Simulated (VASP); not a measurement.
# N (P2_13) in VASP: relaxation of the atoms with r2SCAN

Aim: the relaxation of the atoms of N with r2SCAN.

All numbers are computed with VASP 6.6.1; they aren't measurements. Logs are shortened: lines on timing, memory, paths and dates and some standing lists are left out, and cuts for length are marked.

### Step 1. The cell of the first run

It takes space group P2_13 (No. 198, cubic). The conventional cell has a = 5.387 Å, b = 5.387 Å, c = 5.387 Å, α = 90.00°, β = 90.00°, γ = 90.00°. N (site symmetry 3) has 12 N at 3.81 Å within 5.0 Å.

### Step 2. Relaxation of the atoms, r2SCAN, collinear spin, ferromagnetic start (39.09 Å³/atom)

POSCAR reads:

```
N
1.0
    5.3874997132      0.0000000000      0.0000000000
    0.0000000000      5.3874997132      0.0000000000
    0.0000000000      0.0000000000      5.3874997132
N
4
Direct
    0.0003698838      0.0003698838      0.0003698838
    0.4996301162      0.9996301162      0.5003698838
    0.5003698838      0.4996301162      0.9996301162
    0.9996301162      0.5003698838      0.4996301162
```

INCAR.step1 reads:

```
SYSTEM = N
  PREC = Accurate
  ENCUT = 520
  ISMEAR = 0
  SIGMA = 0.02
  LREAL = .False.
  LASPH = .True.
  NELM = 150
  ISPIN = 2
  MAGMOM = 3.23 3.23 3.23 3.23
  GGA = PE
  ALGO = Normal
  EDIFF = 1E-4
  LWAVE = .True.
  LCHARG = .False.
  KPAR = 4
```

INCAR.step2 reads:

```
SYSTEM = N
  PREC = Accurate
  ENCUT = 520
  EDIFF = 1E-6
  ISMEAR = 0
  SIGMA = 0.02
  LREAL = .False.
  LASPH = .True.
  NELM = 150
  ALGO = Normal
  ISIF = 2
  LWAVE = .False.
  LCHARG = .False.
  ISPIN = 2
  MAGMOM = 3.23 3.23 3.23 3.23
  LORBIT = 11
  METAGGA = R2SCAN
  LMIXTAU = .True.
  IBRION = 2
  NSW = 50
  EDIFFG = -0.01
  ISTART = 1
  KPAR = 4
```

KPOINTS reads:

```
regular mesh
0
Gamma
  4 4 4
  0 0 0
```

Potentials or basis: VASP PAW PBE potentials, release 64 (N).

Run with:

```
$ cat potpaw_PBE.64/N/POTCAR > POTCAR
$ cp INCAR.step1 INCAR
$ mpirun -np 4 vasp_std > vasp.out
$ cp INCAR.step2 INCAR
$ mpirun -np 4 vasp_std > vasp.out
```

OUTCAR:

```text
SYSTEM = N
   PREC = Accurate
   ENCUT = 520
   EDIFF = 1E-6
   ISMEAR = 0
   LREAL = .False.
   LASPH = .True.
   NELM = 150
   ISIF = 2
   ISPIN = 2
   LORBIT = 11
   METAGGA = R2SCAN
   IBRION = 2
   NSW = 50
   EDIFFG = -0.01
   ISTART = 1

 ion  position               nearest neighbor table
   1  0.000  0.000  0.000-
   2  0.500  1.000  0.500-
   3  0.500  0.500  1.000-
   4  1.000  0.500  0.500-

  LATTYP: Found a simple cubic cell.
 ALAT       =     5.3874997132

  Lattice vectors:

 A1 = (   5.3874997132,   0.0000000000,   0.0000000000)
 A2 = (   0.0000000000,   5.3874997132,   0.0000000000)
 A3 = (   0.0000000000,   0.0000000000,   5.3874997132)

Analysis of symmetry for initial positions (statically):
=====================================================================
 Subroutine PRICEL returns:
 Original cell was already a primitive cell.

 Routine SETGRP: Setting up the symmetry group for a
 simple cubic supercell.

 Subroutine GETGRP returns: Found 12 space group operations
 (whereof  3 operations were pure point group operations)
 out of a pool of 48 trial point group operations.

The static configuration has the point symmetry C_3 .
 The point group associated with its full space group is T   .

Analysis of symmetry for dynamics (positions and initial velocities):
=====================================================================
 Subroutine PRICEL returns:
 Original cell was already a primitive cell.

 Routine SETGRP: Setting up the symmetry group for a
 simple cubic supercell.

 Subroutine GETGRP returns: Found 12 space group operations
 (whereof  3 operations were pure point group operations)
 out of a pool of 48 trial point group operations.

The dynamic configuration has the point symmetry C_3 .
 The point group associated with its full space group is T   .

Analysis of structural, dynamic, and magnetic symmetry:
=====================================================================
 Subroutine PRICEL returns:
 Original cell was already a primitive cell.

 Routine SETGRP: Setting up the symmetry group for a
 simple cubic supercell.

 Subroutine GETGRP returns: Found 12 space group operations
 (whereof  3 operations were pure point group operations)
 out of a pool of 48 trial point group operations.

The overall configuration has the point symmetry C_3 .
 The point group associated with its full space group is T   .

 Subroutine INISYM returns: Found 12 space group operations
 (whereof  3 operations are pure point group operations),
 and found     1 'primitive' translations

----------------------------------------------------------------------------------------

                                     Primitive cell

  volume of cell :     156.3730

  direct lattice vectors                    reciprocal lattice vectors
     5.387499713  0.000000000  0.000000000     0.185614859  0.000000000  0.000000000
     0.000000000  5.387499713  0.000000000     0.000000000  0.185614859  0.000000000
     0.000000000  0.000000000  5.387499713     0.000000000  0.000000000  0.185614859

  length of vectors
     5.387499713  5.387499713  5.387499713     0.185614859  0.185614859  0.185614859

  position of ions in fractional coordinates (direct lattice)
     0.000369884  0.000369884  0.000369884
     0.499630116  0.999630116  0.500369884
     0.500369884  0.499630116  0.999630116
     0.999630116  0.500369884  0.499630116

  ion indices of the primitive-cell ions
   primitive index   ion index
                 1           1
                 2           2
                 3           3
                 4           4

----------------------------------------------------------------------------------------

 KPOINTS: regular mesh

Automatic generation of k-mesh.
 Grid dimensions read from file:
 generate k-points for:    4    4    4

 Generating k-lattice:

  Cartesian coordinates                     Fractional coordinates (reciprocal lattice)
     0.046403715  0.000000000  0.000000000     0.250000000  0.000000000  0.000000000
     0.000000000  0.046403715  0.000000000     0.000000000  0.250000000  0.000000000
     0.000000000  0.000000000  0.046403715     0.000000000  0.000000000  0.250000000

  Length of vectors
     0.046403715  0.046403715  0.046403715

  Shift w.r.t. Gamma in fractional coordinates (k-lattice)
     0.000000000  0.000000000  0.000000000

 Subroutine IBZKPT returns following result:
 ===========================================

 Found     11 irreducible k-points:

 Following reciprocal coordinates:
            Coordinates               Weight
  0.000000  0.000000  0.000000      1.000000
  0.250000  0.000000  0.000000      6.000000
  0.500000  0.000000  0.000000      3.000000
  0.250000  0.250000  0.000000     12.000000
  0.500000  0.250000  0.000000      6.000000
 -0.250000  0.500000  0.000000      6.000000
  0.500000  0.500000  0.000000      3.000000
  0.250000  0.250000  0.250000      8.000000
  0.500000  0.250000  0.250000     12.000000
  0.500000  0.500000  0.250000      6.000000
  0.500000  0.500000  0.500000      1.000000
   k-points           NKPTS =     11   k-points in BZ     NKDIM =     11   number of bands    NBANDS=     20
   number of dos      NEDOS =    301   number of ions     NIONS =      4
   total plane-waves  NPLWV =  64000
   dimension x,y,z NGX =    40 NGY =   40 NGZ =   40
   dimension x,y,z NGXF=    80 NGYF=   80 NGZF=   80
   ions per type =               4
   NGX,Y,Z   is equivalent  to a cutoff of  12.34, 12.34, 12.34 a.u.
   NGXF,Y,Z  is equivalent  to a cutoff of  24.69, 24.69, 24.69 a.u.
 SYSTEM =  N
   PREC   = accura    normal or accurate (medium, high low for compatibility)
   ISTART =      1    job   : 0-new  1-cont  2-samecut
   ICHARG =      0    charge: 1-file 2-atom 10-const
   ISPIN  =      2    spin polarized calculation?
   LNONCOLLINEAR =      F non collinear calculations
   LSORBIT =      F    spin-orbit coupling
   LASPH  =      T    aspherical Exc in radial PAW
   ENCUT  =  520.0 eV  38.22 Ry    6.18 a.u.  10.02 10.02 10.02*2*pi/ulx,y,z
   NELM   =    150;   NELMIN=  2; NELMDL=  0     # of ELM steps
   EDIFF  = 0.1E-05   stopping-criterion for ELM
   LREAL  =      F    real-space projection
   EDIFFG = -.1E-01   stopping-criterion for IOM
   NSW    =     50    number of steps for IOM
   IBRION =      2    ionic relax: 0-MD 1-quasi-New 2-CG
   NFREE  =      1    steps in history (QN), initial steepest desc. (CG)
   ISIF   =      2    stress and relaxation
   ISYM   =      2    0-nonsym 1-usesym 2-fastsym
   POTIM  = 0.5000    time-step for ionic-motion
   TEBEG  =    0.0;   TEEND  =   0.0 temperature during run
   PSTRESS=    0.0 pullay stress
   NELECT =      20.0000    total number of electrons
   NUPDOWN=      -1.0000    fix difference up-down
   EMIN   =  10.00;   EMAX   =-10.00  energy-range for DOS
   EFERMI =   0.00;   METHOD = LEGACY
   ISMEAR =     0;   SIGMA  =   0.02  broadening in eV -4-tet -1-fermi 0-gaus
   EFERMI_NEDOS =   21; number of points for ismear=-14 and -15
   IALGO  =     38    algorithm
   IMIX   =      4    mixing-type and parameters
     AMIX     =   0.40;   BMIX     =  1.00
     AMIX_MAG =   1.60;   BMIX_MAG =  1.00
  volume/ion in A,a.u.               =      39.09       263.81
  Fermi-wavevector in a.u.,A,eV,Ry     =   0.824830  1.558702  9.256640  0.680344
  Thomas-Fermi vector in A             =   1.936583
   LORBIT       =     11    0 simple, 1 ext, 2 COOP (PROOUT), +10 PAW based schemes
   METAGGA = R2SCAN    functional components
   LHFCALC =     F    Hartree Fock is set to
   AEXX    =    0.0000 exact exchange contribution
   IVDW    =     0    specifies the selected vdW correction
   LEPSILON=     F    determine dielectric tensor
   LRPA    =     F    only Hartree local field effects (RPA)
 conjugate gradient relaxation of ions
 spin polarized calculation
 Gauss-broadening in eV      SIGMA  =   0.02
  energy-cutoff  :      520.00
  volume of cell :      156.37
 maximum number of plane-waves:      4224
   NGX = 21   NGY = 21   NGZ = 21

 number of electron      19.9999997 magnetization      11.9999991

 Free energy of the ion-electron system (eV)
  ---------------------------------------------------
  ext. energy  EPLUGINS =         0.00000000
  ---------------------------------------------------
  free energy    TOTEN  =       -17.77043546 eV

  energy without entropy =      -17.77043546  energy(sigma->0) =      -17.77043546

 E-fermi :  -6.3177     XC(G=0):  -4.7165

 val. band max:       -6.4855566097   @ k =   0.0000   0.0000   0.0000
 cond. band min:      -2.1515676880   @ k =   0.5000   0.5000   0.5000
 fundamental gap:      4.3339889217
 Fermi energy:        -6.3176641740

 spin component 1

 k-point     1 :       0.0000    0.0000    0.0000
  band No.  band energies     occupation
      1     -19.4857      1.00000
      2     -19.2550      1.00000
      3     -19.2550      1.00000
      4     -19.2550      1.00000
      5      -7.2662      1.00000
      6      -7.2662      1.00000
[... 12 lines left out ...]
     19       5.4741      0.00000
     20       5.4741      0.00000

 k-point     2 :       0.2500    0.0000    0.0000
  band No.  band energies     occupation
      1     -19.4523      1.00000
      2     -19.2893      1.00000
      3     -19.2545      1.00000
      4     -19.2545      1.00000
      5      -7.1949      1.00000
      6      -7.1949      1.00000
[... 12 lines left out ...]
     19       5.7721      0.00000
     20       5.7722      0.00000
[... 165 lines left out ...]
      2     -19.3113      1.00000
      3     -19.3107      1.00000
      4     -19.3107      1.00000
      5      -7.2622      1.00000
      6      -7.2622      1.00000
[... 12 lines left out ...]
     19       4.7064      0.00000
     20       4.7064      0.00000

 k-point    11 :       0.5000    0.5000    0.5000
  band No.  band energies     occupation
      1     -19.3102      1.00000
      2     -19.3102      1.00000
      3     -19.3102      1.00000
      4     -19.3102      1.00000
      5      -7.3567      1.00000
      6      -7.3567      1.00000
[... 12 lines left out ...]
     19       5.4081      0.00000
     20       5.4081      0.00000
 Fermi energy:        -6.3176641740

 spin component 2

 k-point     1 :       0.0000    0.0000    0.0000
  band No.  band energies     occupation
      1     -13.4712      1.00000
      2     -13.0435      1.00000
      3     -13.0435      1.00000
      4     -13.0435      1.00000
      5      -1.9307      0.00000
      6      -1.9307      0.00000
[... 12 lines left out ...]
     19       7.5495      0.00000
     20       7.5495      0.00000

 k-point     2 :       0.2500    0.0000    0.0000
  band No.  band energies     occupation
      1     -13.4104      1.00000
      2     -13.1083      1.00000
      3     -13.0422      1.00000
      4     -13.0422      1.00000
      5      -1.7985      0.00000
      6      -1.7985      0.00000
[... 12 lines left out ...]
     19       7.9657      0.00000
     20       7.9657      0.00000
[... 166 lines left out ...]
      3     -13.1461      1.00000
      4     -13.1461      1.00000
      5      -1.9771      0.00000
      6      -1.9771      0.00000
[... 12 lines left out ...]
     19       7.6569      0.00000
     20       7.6569      0.00000

 k-point    11 :       0.5000    0.5000    0.5000
  band No.  band energies     occupation
      1     -13.1442      1.00000
      2     -13.1442      1.00000
      3     -13.1442      1.00000
      4     -13.1442      1.00000
      5      -2.1516      0.00000
      6      -2.1516      0.00000
[... 12 lines left out ...]
     19       7.8859      0.00000
     20       7.8859      0.00000

------------------------ aborting loop because EDIFF is reached ----------------------------------------

  FORCE on cell =-STRESS in cart. coord.  units (eV):
  Direction    XX          YY          ZZ          XY          YZ          ZX
  --------------------------------------------------------------------------------------
  -------------------------------------------------------------------------------------
  Total       -0.0645820     -0.0645820     -0.0645820      0.0000000      0.0000000      0.0000000
  in kB       -0.6616982     -0.6616982     -0.6616982      0.0000000      0.0000000      0.0000000
  external PRESSURE =      -0.6616982 kB  Pullay stress =       0.0000000 kB

 VOLUME and BASIS-vectors are now :
 -----------------------------------------------------------------------------
  energy-cutoff  :      520.00
  volume of cell :      156.37
      direct lattice vectors                 reciprocal lattice vectors
     5.387499713  0.000000000  0.000000000     0.185614859  0.000000000  0.000000000
     0.000000000  5.387499713  0.000000000     0.000000000  0.185614859  0.000000000
     0.000000000  0.000000000  5.387499713     0.000000000  0.000000000  0.185614859

 POSITION                                       TOTAL-FORCE (eV/Angst)
 -----------------------------------------------------------------------------------
      0.00199      0.00199      0.00199        -0.000164     -0.000164     -0.000164
      2.69176      5.38551      2.69574         0.000164      0.000164     -0.000164
      2.69574      2.69176      5.38551        -0.000164      0.000164      0.000164
      5.38551      2.69574      2.69176         0.000164     -0.000164      0.000164
 -----------------------------------------------------------------------------------
    total drift:                                0.000000      0.000000      0.000000

  FREE ENERGIE OF THE ION-ELECTRON SYSTEM (eV)
  ---------------------------------------------------
  free  energy   TOTEN  =       -17.7704354596 eV

  energy  without entropy=      -17.7704354596  energy(sigma->0) =      -17.77043546

 reached required accuracy - stopping structural energy minimisation

 total charge

# of ion       s       p       d       tot
------------------------------------------
    1        1.360   1.938   0.000   3.298
    2        1.360   1.938   0.000   3.298
    3        1.360   1.938   0.000   3.298
    4        1.360   1.938   0.000   3.298
--------------------------------------------------
tot          5.438   7.753   0.000  13.191

 magnetization (x)

# of ion       s       p       d       tot
------------------------------------------
    1        0.049   1.938   0.000   1.987
    2        0.049   1.938   0.000   1.987
    3        0.049   1.938   0.000   1.987
    4        0.049   1.938   0.000   1.987
--------------------------------------------------
tot          0.196   7.753   0.000   7.949
```

It took 1.7 min on 4 MPI ranks of Intel Xeon Platinum 8259CL at 2.50GHz (Skylake/Cascade Lake), shared host; peak memory 0.33 GiB.

Results:

```
Free energy                                           : -17.7704 eV
Pressure after relaxing                               : -0.1 GPa
Band gap on the k mesh                                : 4.33 eV
Net moment                                            : 12.00 μB per cell
Site moments                                          : N +1.99 μB
Valence electrons inside the program's atomic spheres : N 3.30
```

Final structure:
```yaml
crystal:
  lattice:
    - [5.38750, 0.00000, 0.00000]
    - [0.00000, 5.38750, 0.00000]
    - [0.00000, 0.00000, 5.38750]
  atoms:
    - { symbol: N, position: [0.00037, 0.00037, 0.00037] }
    - { symbol: N, position: [0.49963, 0.99963, 0.50037] }
    - { symbol: N, position: [0.50037, 0.49963, 0.99963] }
    - { symbol: N, position: [0.99963, 0.50037, 0.49963] }
```

Levels at points of the mesh, in eV from the valence-band top:
Spin up:
```tsv
k point	band 14	band 15	band 16	band 17	band 18	band 19
(0.00, 0.00, 0.00)	0.00	0.00	0.00	8.14	11.96	11.96
(0.50, 0.00, 0.00)	-0.14	-0.14	-0.14	9.67	9.67	12.63
(0.50, 0.50, 0.00)	-0.09	-0.09	-0.09	10.92	10.92	10.92
(0.50, 0.50, 0.50)	-0.09	-0.09	-0.09	11.89	11.89	11.89
```
Spin down:
| k point | band 1 | band 2 | band 3 | band 4 | band 5 | band 6 | band 7 | band 8 |
| --- | --- | --- | --- | --- | --- | --- | --- | --- |
| (0.00, 0.00, 0.00) | -6.99 | -6.56 | -6.56 | -6.56 | 4.55 | 4.55 | 4.55 | 5.57 |
| (0.50, 0.00, 0.00) | -6.78 | -6.78 | -6.55 | -6.55 | 5.03 | 5.03 | 5.03 | 5.03 |
| (0.50, 0.50, 0.00) | -6.66 | -6.66 | -6.66 | -6.66 | 4.78 | 4.78 | 4.78 | 4.78 |
| (0.50, 0.50, 0.50) | -6.66 | -6.66 | -6.66 | -6.66 | 4.33 | 4.33 | 4.33 | 4.33 |

Caveat: the atoms stand far beyond bonding distance; the PAW data sets were made with another functional, which shifts forces and pressure a little. A k mesh can miss the band edges.
